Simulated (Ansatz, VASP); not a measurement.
# Sc4Mo: VASP beside Ansatz

```
Sc Mo
1.0
    -3.18198    3.18198    3.18198
     3.18198   -3.18198    3.18198
     3.18198    3.18198   -3.18198
Sc Mo
4 1
Direct
  0.50000 0.50000 0.50000
  0.00000 0.00000 0.50000
  0.00000 0.50000 0.00000
  0.50000 0.00000 0.00000
  0.00000 0.00000 0.00000
```

Alike in both runs: task relaxation of cell and atoms; functional PBE; k mesh 8 × 8 × 8; occupations gaussian, width 0.1 eV; no spin polarisation.

```csv
,VASP,Ansatz
version,VASP 6.6.1,Ansatz 0.2.0
potentials or method,"VASP PAW PBE potentials, release 64 (Sc_sv, Mo_sv), cutoff 600 eV","scalar-relativistic, plane waves, PAW"
valence electrons in the cell,58,58
```

|  | VASP | Ansatz | Ansatz less VASP |
| --- | --- | --- | --- |
| gap on the k mesh at the Fermi level, each at its own relaxed structure (eV) | none | none | - |
| relaxed volume (Å³/atom) | 25.77 | 25.70 | -0.071 |
| relaxed cell length with the largest relative difference (Å) | 5.511 | 5.506 | -0.0051 |

A gap of «none» marks a metal or a gap that the smearing closes.

Noted on VASP's run: the relaxation stopped at its first step, so nothing moved.
